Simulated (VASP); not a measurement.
# CuO (Cccm) in VASP: single point with PBE+U

Aim: the single point of CuO with PBE+U.

All numbers are computed with VASP 6.6.1; they aren't measurements. Logs are shortened: lines on timing, memory, paths and dates and some standing lists are left out, and cuts for length are marked.

## (1) The cell of the first run

The typed cell holds 4 atoms: a = 3.043 Å, b = 3.043 Å, c = 5.200 Å, α = 90.00°, β = 90.00°, γ = 89.93°.

## (2) Single point, PBE+U (12.04 Å³/atom)

Input file INCAR:

```
SYSTEM = CuO
PREC = Accurate ; ENCUT = 520
EDIFF = 1E-7 ; ISMEAR = 0
SIGMA = 0.1 ; LREAL = .FALSE.
LASPH = .TRUE. ; NELM = 150
ALGO = Fast ; ISIF = 2
LWAVE = .FALSE. ; LCHARG = .FALSE.
LMAXMIX = 4 ; LDAU = .TRUE.
LDAUTYPE = 2 ; LDAUL = 2 -1
LDAUU = 4 0 ; LDAUJ = 0 0
LDAUPRINT = 1 ; GGA = PE
NBANDS = 25
```

Input file KPOINTS:

```
regular mesh
0
G
  14 14 8
  0 0 0
```

Input file POSCAR:

```
CuO
1.0
    2.1465182745     -2.1506517168      0.1700271660
    2.1465182745      2.1506517168      0.1700271660
   -0.4105024824      0.0000000000      5.1839256641
Cu O
2 2
Direct
    0.0000000000      0.5000000000      0.0000000000
    0.5000000000      0.0000000000      0.5000000000
    0.4999971839      0.5000028161      0.2500000000
    0.5000028161      0.4999971839      0.7500000000
```

Potentials or basis: VASP PAW PBE potentials, release 64 (Cu, O).

Launch:

```console
> cat potpaw_PBE.64/Cu/POTCAR potpaw_PBE.64/O/POTCAR > POTCAR
> mpirun -np 1 vasp_std > vasp.out
```

OUTCAR:

```text
SYSTEM = CuO
   PREC = Accurate
   ENCUT = 520
   EDIFF = 1E-7
   ISMEAR = 0
   LREAL = .FALSE.
   LASPH = .TRUE.
   NELM = 150
   ISIF = 2
   GGA = PE

 ion  position               nearest neighbor table
   1  0.000  0.500  0.000-   4 2.00   3 2.00   4 2.00   3 2.00
   2  0.500  0.000  0.500-   3 2.00   4 2.00   4 2.00   3 2.00
   3  0.500  0.500  0.250-   1 2.00   2 2.00   2 2.00   1 2.00
   4  0.500  0.500  0.750-   2 2.00   1 2.00   2 2.00   1 2.00

  LATTYP: Found a simple monoclinic cell.
 ALAT       =     4.3013034336
 B/A-ratio  =     1.2089715807
 C/A-ratio  =     1.5813293485
 COS(beta)  =    -0.9485690008

  Lattice vectors:

 A1 = (   0.0000000000,   4.3013034336,   0.0000000000)
 A2 = (  -0.4105024824,   0.0000000000,   5.1839256641)
 A3 = (   2.1465182745,  -6.4519551504,   0.1700271660)

Analysis of symmetry for initial positions (statically):
=====================================================================
 Subroutine PRICEL returns:
 Original cell was already a primitive cell.

 Routine SETGRP: Setting up the symmetry group for a
 simple monoclinic supercell.

 Subroutine GETGRP returns: Found  4 space group operations
 (whereof  4 operations were pure point group operations)
 out of a pool of  4 trial point group operations.

The static configuration has the point symmetry C_2h.

Analysis of symmetry for dynamics (positions and initial velocities):
=====================================================================
 Subroutine PRICEL returns:
 Original cell was already a primitive cell.

 Routine SETGRP: Setting up the symmetry group for a
 simple monoclinic supercell.

 Subroutine GETGRP returns: Found  4 space group operations
 (whereof  4 operations were pure point group operations)
 out of a pool of  4 trial point group operations.

The dynamic configuration has the point symmetry C_2h.

 Subroutine INISYM returns: Found  4 space group operations
 (whereof  4 operations are pure point group operations),
 and found     1 'primitive' translations
[... 183 lines left out ...]
 -0.0119 -0.0129  0.9653 -0.0124  0.0010
  0.0086 -0.0856 -0.0124  0.8772  0.0068
 -0.0006  0.0068  0.0010  0.0068  0.9618

spin component  2

  0.9432  0.0054 -0.0119  0.0086 -0.0006
  0.0054  0.8756 -0.0129 -0.0856  0.0068
 -0.0119 -0.0129  0.9653 -0.0124  0.0010
  0.0086 -0.0856 -0.0124  0.8772  0.0068
 -0.0006  0.0068  0.0010  0.0068  0.9618

 occupancies and eigenvectors

  o =  0.7879  v = -0.0559  0.7045  0.0964  0.6987 -0.0558  0.0000  0.0000  0.0000  0.0000  0.0000      0.0000  0.0000  0.0000  0.0000  0.0000  0.0000  0.0000  0.0000  0.0000  0.0000
  o =  0.7879  v =  0.0000  0.0000  0.0000  0.0000  0.0000 -0.0559  0.7045  0.0964  0.6987 -0.0558      0.0000  0.0000  0.0000  0.0000  0.0000  0.0000  0.0000  0.0000  0.0000  0.0000
  o =  0.9379  v =  0.9110  0.0719  0.4025 -0.0550  0.0025  0.0000  0.0000  0.0000  0.0000  0.0000      0.0000  0.0000  0.0000  0.0000  0.0000  0.0000  0.0000  0.0000  0.0000  0.0000
  o =  0.9379  v =  0.0000  0.0000  0.0000  0.0000  0.0000  0.9110  0.0719  0.4025 -0.0550  0.0025      0.0000  0.0000  0.0000  0.0000  0.0000  0.0000  0.0000  0.0000  0.0000  0.0000
  o =  0.9621  v = -0.0559  0.7039 -0.0944 -0.6916  0.1189  0.0000  0.0000  0.0000  0.0000  0.0000      0.0000  0.0000  0.0000  0.0000  0.0000  0.0000  0.0000  0.0000  0.0000  0.0000
  o =  0.9621  v =  0.0000  0.0000  0.0000  0.0000  0.0000 -0.0559  0.7039 -0.0944 -0.6916  0.1189      0.0000  0.0000  0.0000  0.0000  0.0000  0.0000  0.0000  0.0000  0.0000  0.0000
  o =  0.9624  v = -0.0032  0.0448 -0.0115 -0.1230 -0.9913  0.0000  0.0000  0.0000  0.0000  0.0000      0.0000  0.0000  0.0000  0.0000  0.0000  0.0000  0.0000  0.0000  0.0000  0.0000
  o =  0.9624  v =  0.0000  0.0000  0.0000  0.0000  0.0000 -0.0032  0.0448 -0.0115 -0.1230 -0.9913      0.0000  0.0000  0.0000  0.0000  0.0000  0.0000  0.0000  0.0000  0.0000  0.0000
  o =  0.9728  v =  0.0000  0.0000  0.0000  0.0000  0.0000 -0.4049 -0.0330  0.9054 -0.1236  0.0047      0.0000  0.0000  0.0000  0.0000  0.0000  0.0000  0.0000  0.0000  0.0000  0.0000
  o =  0.9728  v = -0.4049 -0.0330  0.9054 -0.1236  0.0047  0.0000  0.0000  0.0000  0.0000  0.0000      0.0000  0.0000  0.0000  0.0000  0.0000  0.0000  0.0000  0.0000  0.0000  0.0000

 number of electron      33.9999972 magnetization

 Free energy of the ion-electron system (eV)
  ---------------------------------------------------
  ext. energy  EPLUGINS =         0.00000000
  ---------------------------------------------------
  free energy    TOTEN  =       -16.86824824 eV

  energy without entropy =      -16.85669313  energy(sigma->0) =      -16.86247069

 E-fermi :   3.5926     XC(G=0): -10.7864

 val. band max:        3.5898946221   @ k =  -0.0000   0.2857   0.1250
 cond. band min:       3.5976782886   @ k =  -0.1429   0.2857   0.5000
 fundamental gap:      0.0077836665
 Fermi energy:         3.5926110007

 k-point     1 :       0.0000    0.0000    0.0000
  band No.  band energies     occupation
      1     -15.3446      2.00000
      2     -14.1530      2.00000
      3      -3.7143      2.00000
      4      -1.4488      2.00000
      5      -1.4465      2.00000
      6      -0.3092      2.00000
[... 661 lines left out ...]
     24      17.2243      0.00000
     25      18.3409      0.00000

 [... further k-points ...]

------------------------ aborting loop because EDIFF is reached ----------------------------------------

  FORCE on cell =-STRESS in cart. coord.  units (eV):
  Direction    XX          YY          ZZ          XY          YZ          ZX
  --------------------------------------------------------------------------------------
  -------------------------------------------------------------------------------------
  Total       -2.7174118     -2.7089104     -2.8026694      0.0007585      0.0000601      0.0067308
  in kB      -90.3976204    -90.1148116    -93.2338064      0.0252314      0.0019998      0.2239064
  external PRESSURE =     -91.2487461 kB  Pullay stress =       0.0000000 kB

 VOLUME and BASIS-vectors are now :
 -----------------------------------------------------------------------------
  energy-cutoff  :      520.00
  volume of cell :       48.16
      direct lattice vectors                 reciprocal lattice vectors
     2.146518274 -2.150651717  0.170027166     0.231483377 -0.232487667  0.018330606
     2.146518274  2.150651717  0.170027166     0.231483377  0.232487667  0.018330606
    -0.410502482  0.000000000  5.183925664    -0.015184810  0.000000000  0.191701553

 POSITION                                       TOTAL-FORCE (eV/Angst)
 -----------------------------------------------------------------------------------
      1.07326      1.07533      0.08501        -0.000000     -0.000000      0.000000
      0.86801     -1.07533      2.67698        -0.000000     -0.000000      0.000000
      2.04389      0.00001      1.46601        -0.000019      0.000000      0.000245
      1.83864     -0.00001      4.05797         0.000019     -0.000000     -0.000245
 -----------------------------------------------------------------------------------
    total drift:                                0.000000     -0.000000     -0.000000

  FREE ENERGIE OF THE ION-ELECTRON SYSTEM (eV)
  ---------------------------------------------------
  free  energy   TOTEN  =       -16.8682482422 eV

  energy  without entropy=      -16.8566931338  energy(sigma->0) =      -16.86247069
```

OSZICAR:

```text
N       E                     dE             d eps       ncg     rms          rms(c)
DAV:   1     0.308999785741E+03    0.30900E+03   -0.16410E+04 25688   0.207E+03
DAV:   2     0.211394506673E+02   -0.28786E+03   -0.26461E+03 25617   0.391E+02
DAV:   3    -0.195429241537E+02   -0.40682E+02   -0.38480E+02 30313   0.163E+02
DAV:   4    -0.210736720939E+02   -0.15307E+01   -0.15210E+01 30496   0.334E+01
DAV:   5    -0.211075263019E+02   -0.33854E-01   -0.33834E-01 31129   0.455E+00    0.148E+01
RMM:   6    -0.194278901079E+02    0.16796E+01   -0.26079E+01 29781   0.660E+01    0.118E+01
RMM:   7    -0.168618322426E+02    0.25661E+01   -0.81183E+00 28592   0.384E+01    0.245E+00
RMM:   8    -0.168709402196E+02   -0.91080E-02   -0.27667E-01 31780   0.330E+00    0.151E+00
RMM:   9    -0.168814448604E+02   -0.10505E-01   -0.11009E-01 31631   0.396E+00    0.970E-01
RMM:  10    -0.168674816582E+02    0.13963E-01   -0.38836E-02 32073   0.220E+00    0.276E-01
RMM:  11    -0.168680863937E+02   -0.60474E-03   -0.11481E-02 33995   0.796E-01    0.114E-01
RMM:  12    -0.168681857362E+02   -0.99342E-04   -0.17523E-03 31060   0.500E-01    0.908E-02
RMM:  13    -0.168682360817E+02   -0.50345E-04   -0.66310E-04 33145   0.237E-01    0.175E-02
RMM:  14    -0.168682483585E+02   -0.12277E-04   -0.13897E-04 34582   0.911E-02    0.128E-02
RMM:  15    -0.168682477679E+02    0.59063E-06   -0.15940E-05 32559   0.417E-02    0.180E-03
RMM:  16    -0.168682483200E+02   -0.55208E-06   -0.51164E-06 33301   0.190E-02    0.119E-03
RMM:  17    -0.168682482422E+02    0.77811E-07   -0.49860E-07 24915   0.693E-03
   1 F= -.16868248E+02 E0= -.16862471E+02  d E =-.115551E-01
```

stdout:

```text
POSCAR found type information on POSCAR CuO
 POSCAR found :  2 types and       4 ions
 scaLAPACK will be used
 LDA part: xc-table for (Slater+PW92), standard interpolation
 POSCAR, INCAR and KPOINTS ok, starting setup
 FFT: planning ... GRIDC
 FFT: planning ... GRID_SOFT
 FFT: planning ... GRID
 WAVECAR not read
 entering main loop
WARNING in EDDRMM: call to ZHEGV failed, returncode =   8  4     24
WARNING in EDDRMM: call to ZHEGV failed, returncode =   6  3     23
WARNING in EDDRMM: call to ZHEGV failed, returncode =   8  4     25
WARNING in EDDRMM: call to ZHEGV failed, returncode =   8  4     24
WARNING in EDDRMM: call to ZHEGV failed, returncode =   8  4     24
WARNING in EDDRMM: call to ZHEGV failed, returncode =   6  3     25
WARNING in EDDRMM: call to ZHEGV failed, returncode =   6  3     21
WARNING in EDDRMM: call to ZHEGV failed, returncode =   8  4     23
WARNING in EDDRMM: call to ZHEGV failed, returncode =   6  3     24
WARNING in EDDRMM: call to ZHEGV failed, returncode =   8  4     22
WARNING in EDDRMM: call to ZHEGV failed, returncode =   8  4     23
```

Run time: 12 min. Hardware: 1 thread of Oxide Virtual Turin-like, shared host; peak memory 0.52 GiB.

Results:

```yaml
Free_energy: -16.8682 eV
Pressure: -9.1 GPa
Band_gap_on_the_k_mesh: zero (bands 17 and 18 overlap by 1.19 eV)
```

Stress tensor (GPa, compression positive):
```
-9.04  0.00  0.02
 0.00 -9.01  0.00
 0.02  0.00 -9.32
```

Eigenvalues of the final occupation matrices:
| site | spin | trace | eigenvalues |
| --- | --- | --- | --- |
| site 1 d | 1 | 4.62 | 0.79 0.94 0.96 0.96 0.97 |
| site 1 d | 2 | 4.62 | 0.79 0.94 0.96 0.96 0.97 |
| site 2 d | 1 | 4.62 | 0.79 0.94 0.96 0.96 0.97 |
| site 2 d | 2 | 4.62 | 0.79 0.94 0.96 0.96 0.97 |

Caveat: the cell stands under tension; U without spin polarisation on a metal has little footing.
